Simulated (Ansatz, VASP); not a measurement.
**Ge: VASP beside Ansatz**

INCAR

```
PREC = Accurate
ENCUT = 520
EDIFF = 1E-6
ISMEAR = 0
SIGMA = 0.1
LREAL = F
LASPH = T
NELM = 80
ALGO = Normal
ISIF = 2
LWAVE = F
LCHARG = T
GGA = PE
LELF = T
LVHAR = T
NBANDS = 51
```

KPOINTS

```
regular mesh
0
Gamma
  4 4 4
```

Contents of POSCAR:

```
Ge
1.0
    3.0228118000     -6.3021435000      0.0000000000
    3.0228118000      6.3021435000      0.0000000000
    0.0000000000      0.0000000000      4.0643547000
Ge
6
Direct
    0.0112280000      0.4018930000      0.2500000000
    0.4018930000      0.0112280000      0.7500000000
    0.5981070000      0.9887720000      0.2500000000
    0.9887720000      0.5981070000      0.7500000000
    0.4443940000      0.5556060000      0.2500000000
    0.5556060000      0.4443940000      0.7500000000
```

Input for Ansatz:

```yaml
crystal:
  lattice:
    - [3.0228118, -6.3021435, 0.0]
    - [3.0228118, 6.3021435, 0.0]
    - [0.0, 0.0, 4.0643547]
  atoms:
    - { symbol: Ge, position: [0.011228, 0.401893, 0.25] }
    - { symbol: Ge, position: [0.401893, 0.011228, 0.75] }
    - { symbol: Ge, position: [0.598107, 0.988772, 0.25] }
    - { symbol: Ge, position: [0.988772, 0.598107, 0.75] }
    - { symbol: Ge, position: [0.444394, 0.555606, 0.25] }
    - { symbol: Ge, position: [0.555606, 0.444394, 0.75] }
basis:
  ecutwfc: 420
kpoints:
  mp_grid: { grid: [4, 4, 4] }
hamiltonian:
  xc: pbe
scf:
  occupations: { method: gaussian, width: 0.1 }
  lower_state_search: "off"
output:
  forces: true
  stress: true
  eigenvalues: true
```

Alike in both runs: task single point; functional PBE; k mesh 4 × 4 × 4; occupations gaussian, width 0.1 eV; no spin polarisation.

|  | VASP | Ansatz |
| --- | --- | --- |
| version | VASP 6.6.1 | Ansatz 0.2.0 |
| potentials or method | VASP PAW PBE potentials, release 64 (Ge_d), cutoff 520 eV | scalar-relativistic, plane waves, PAW |
| valence electrons in the cell | 84 | 84 |

```csv
,VASP,Ansatz,Ansatz less VASP
gap on the k mesh at the Fermi level (eV),none,none,-
pressure (GPa),0.0,0.1,+0.03
"traceless stress, the component that is largest in VASP (GPa)",0.82,0.82,0.000
rms of the force components (eV/Å),0.007,0.007,-0.0003
```

Atom by atom the forces differ by 0.000 eV/Å (rms over components). A gap of «none» marks a metal or a gap that the smearing closes. The functional is the same, so the differences come from potentials, cutoffs and numerics.

The k mesh is coarse, so the values compare programs but aren't converged.
